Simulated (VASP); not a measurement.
# KF (P6_3/mmc) in VASP: notebook, part 2 of 2

VASP 6.6.1. Earlier steps stand in the parts before.

**3. Single point, PBE (23.33 Å³/atom)**

This run uses another cell than the first one, of 23.33 Å³/atom.

File INCAR:

```
SYSTEM = KF
PREC     = Accurate       ! precision mode
ENCUT    = 520            ! plane-wave cutoff, eV
EDIFF    = 1E-7           ! SCF threshold, eV
ISMEAR   = 0              ! smearing method
SIGMA    = 0.01           ! smearing width, eV
LREAL    = .FALSE.        ! projectors in reciprocal space
LASPH    = .TRUE.         ! aspherical terms in the spheres
NELM     = 80             ! most SCF steps
ALGO     = Normal         ! electronic algorithm
ISIF     = 2              ! what is computed and relaxed
LWAVE    = .FALSE.        ! write WAVECAR
LCHARG   = .FALSE.        ! write CHGCAR
GGA      = PE             ! functional
NBANDS   = 24             ! bands
```

File KPOINTS:

```
regular mesh
0
G
  6 6 4
  0 0 0
```

File POSCAR:

```
KF
1.0
    4.5002676635      0.0000000000      0.0000000000
   -2.2501338317      3.8973461204      0.0000000000
    0.0000000000      0.0000000000      5.3216829621
K F
2 2
Direct
    0.3333333333      0.6666666667      0.2500000000
    0.6666666667      0.3333333333      0.7500000000
    0.6666666667      0.3333333333      0.2500000000
    0.3333333333      0.6666666667      0.7500000000
```

Potentials or basis: VASP PAW PBE potentials, release 64 (K_sv, F).

On the command line:

```sh
$ cat potpaw_PBE.64/K_sv/POTCAR potpaw_PBE.64/F/POTCAR > POTCAR
$ mpirun -np 1 vasp_std > vasp.out
```

Wall time 78 s (1 thread of Intel Xeon 8259CL, shared host); peak memory 0.23 GiB.

The run converged. Its results:

* Free energy: -16.4464 eV
* Pressure: 0.8 GPa
* Band gap on the k mesh: 5.33 eV

Stress tensor (GPa, compression positive):
```
0.78 0.00 0.00
0.00 0.78 0.00
0.00 0.00 0.86
```

Levels at points of the mesh, in eV from the valence-band top:
```tsv
k point	band 14	band 15	band 16	band 17	band 18	band 19
(0.00, 0.00, 0.00)	-0.29	-0.17	0.00	5.33	9.79	10.47
(0.50, 0.00, 0.00)	-0.14	-0.10	-0.09	7.29	8.83	9.01
(0.00, 0.00, 0.50)	-0.32	-0.32	-0.32	6.93	6.93	10.88
(0.50, 0.00, 0.50)	-0.29	-0.17	-0.17	7.98	7.98	10.58
```

**4. Single point, PBE**

This run uses another cell than the first one, of 24.06 Å³/atom.

File INCAR:

```
PREC     = Accurate       # precision mode
ENCUT    = 520            # plane-wave cutoff, eV
EDIFF    = 1E-6           # SCF threshold, eV
ISMEAR   = 0              # smearing method
SIGMA    = 0.01           # smearing width, eV
LREAL    = F              # projectors in reciprocal space
LASPH    = T              # aspherical terms in the spheres
NELM     = 60             # most SCF steps
ALGO     = Normal         # electronic algorithm
ISIF     = 2              # what is computed and relaxed
LWAVE    = F              # write WAVECAR
LCHARG   = T              # write CHGCAR
GGA      = PE             # functional
LELF     = T              # ELF
LVHAR    = T            
NBANDS   = 24             # bands
```

File KPOINTS:

```
Automatic mesh
0
Gamma
  6 6 4
```

File POSCAR:

```
KF
1.0
    4.5461919339      0.0000000000      0.0000000000
   -2.2730959670      3.9371177053      0.0000000000
    0.0000000000      0.0000000000      5.3759896003
K F
2 2
Direct
    0.3333333333      0.6666666667      0.2500000000
    0.6666666667      0.3333333333      0.7500000000
    0.6666666667      0.3333333333      0.2500000000
    0.3333333333      0.6666666667      0.7500000000
```

On the command line:

```sh
$ cat potpaw_PBE.64/K_sv/POTCAR potpaw_PBE.64/F/POTCAR > POTCAR
$ mpirun -np 1 vasp_std > vasp.out
```

Wall time 82 s (1 thread of Intel Xeon 8259CL, shared host); peak memory 0.23 GiB.

Results (log left out):

| Property | Result |
| --- | --- |
| Free energy | -16.4566 eV |
| Pressure | 0.0 GPa |
| Band gap on the k mesh | 5.23 eV |

Levels at points of the mesh, in eV from the valence-band top:
```
           k point  band 12  band 13  band 14  band 15  band 16  band 17  band 18  band 19  band 20  band 21
(0.00, 0.00, 0.00)    -0.28    -0.27    -0.27    -0.18     0.00     5.23     9.65    10.38    10.38    10.76
(0.50, 0.00, 0.00)    -0.32    -0.18    -0.14    -0.10    -0.09     7.21     8.77     8.81     9.50    10.69
(0.00, 0.00, 0.50)    -0.44    -0.30    -0.30    -0.30    -0.30     6.81     6.81    10.75    10.75    10.75
(0.50, 0.00, 0.50)    -0.58    -0.27    -0.27    -0.16    -0.16     7.90     7.90    10.36    10.36    10.84
```

A k mesh can miss the band edges.

**5. Single point, PBE (24.78 Å³/atom)**

This run uses another cell than the first one, of 24.78 Å³/atom.

File INCAR:

```
PREC = Accurate
ENCUT = 520
EDIFF = 1E-6
ISMEAR = 0
SIGMA = 0.01
LREAL = False
LASPH = True
NELM = 100
ALGO = Normal
ISIF = 2
LWAVE = False
LCHARG = False
GGA = PE
NBANDS = 24
```

File KPOINTS:

```
regular mesh
0
Gamma
  6 6 4
```

File POSCAR:

```
KF
1.0
    4.5912066628      0.0000000000      0.0000000000
   -2.2956033314      3.9761016040      0.0000000000
    0.0000000000      0.0000000000      5.4292206819
K F
2 2
Direct
    0.3333333333      0.6666666667      0.2500000000
    0.6666666667      0.3333333333      0.7500000000
    0.6666666667      0.3333333333      0.2500000000
    0.3333333333      0.6666666667      0.7500000000
```

Potentials or basis: VASP PAW PBE potentials, release 64 (K_sv, F).

On the command line:

```sh
$ cat potpaw_PBE.64/K_sv/POTCAR potpaw_PBE.64/F/POTCAR > POTCAR
$ mpirun -np 1 vasp_std > vasp.out
```

OUTCAR:

```text
PREC = Accurate
   ENCUT = 520
   EDIFF = 1E-6
   ISMEAR = 0
   LREAL = False
   LASPH = True
   NELM = 100
   ISIF = 2
   GGA = PE

 ion  position               nearest neighbor table
   1  0.333  0.667  0.250-   3 2.65   3 2.65   3 2.65   4 2.71   4 2.71   2 3.79   2 3.79   2 3.79
                             2 3.79   2 3.79   2 3.79
   2  0.667  0.333  0.750-   4 2.65   4 2.65   4 2.65   3 2.71   3 2.71   1 3.79   1 3.79   1 3.79
                             1 3.79   1 3.79   1 3.79
   3  0.667  0.333  0.250-   1 2.65   1 2.65   1 2.65   2 2.71   2 2.71
[... 768 lines left out ...]
  -------------------------------------------------------------------------------------
  Total       -0.3774837     -0.3774837     -0.4513962      0.0000000     -0.0000000      0.0000000
  in kB       -6.1022073     -6.1022073     -7.2970385      0.0000000     -0.0000000      0.0000000
  external PRESSURE =      -6.5004843 kB  Pullay stress =       0.0000000 kB

 VOLUME and BASIS-vectors are now :
 -----------------------------------------------------------------------------
  energy-cutoff  :      520.00
  volume of cell :       99.11
      direct lattice vectors                 reciprocal lattice vectors
     4.591206663  0.000000000  0.000000000     0.217807664  0.125751314  0.000000000
    -2.295603331  3.976101604  0.000000000     0.000000000  0.251502627  0.000000000
     0.000000000  0.000000000  5.429220682     0.000000000  0.000000000  0.184188498

 POSITION                                       TOTAL-FORCE (eV/Angst)
 -----------------------------------------------------------------------------------
     -0.00000      2.65073      1.35731        -0.000000      0.000000      0.000000
      2.29560      1.32537      4.07192         0.000000     -0.000000      0.000000
      2.29560      1.32537      1.35731        -0.000000     -0.000000      0.000000
     -0.00000      2.65073      4.07192         0.000000      0.000000      0.000000
 -----------------------------------------------------------------------------------
    total drift:                                0.000000     -0.000000      0.000000

  FREE ENERGIE OF THE ION-ELECTRON SYSTEM (eV)
  ---------------------------------------------------
  free  energy   TOTEN  =       -16.4537647424 eV

  energy  without entropy=      -16.4537647424  energy(sigma->0) =      -16.45376474
```

Run time: 78 s. Hardware: 1 thread of Intel Xeon 8259CL, shared host; peak memory 0.23 GiB.

Results:

* Free energy: -16.4538 eV
* Pressure: -0.7 GPa
* Band gap on the k mesh: 5.14 eV

Stress tensor (GPa, compression positive):
```
-0.61  0.00  0.00
 0.00 -0.61  0.00
 0.00  0.00 -0.73
```

A k mesh can miss the band edges.

**6. Overview**

| cell | gap on the mesh (eV) | pressure (GPa) |
| --- | --- | --- |
| a = 4.453, b = 4.453, c = 5.266 Å, angles 90.0, 90.0, 120.0°, 4 atoms | 5.42 | 1.7 |
| a = 4.500, b = 4.500, c = 5.322 Å, angles 90.0, 90.0, 120.0°, 4 atoms | 5.33 | 0.8 |
| a = 4.546, b = 4.546, c = 5.376 Å, angles 90.0, 90.0, 120.0°, 4 atoms | 5.23 | 0.0 |
| a = 4.591, b = 4.591, c = 5.429 Å, angles 90.0, 90.0, 120.0°, 4 atoms | 5.14 | -0.7 |

Alike in all rows: task single point; level PBE; potentials or basis VASP PAW PBE potentials, release 64 (K_sv, F); no spin polarisation; k mesh 6 × 6 × 4; cutoff (eV) 520; smearing gaussian 0.01 eV.

Total energies depend on the potentials used, so only differences within one code and one set of settings carry meaning.
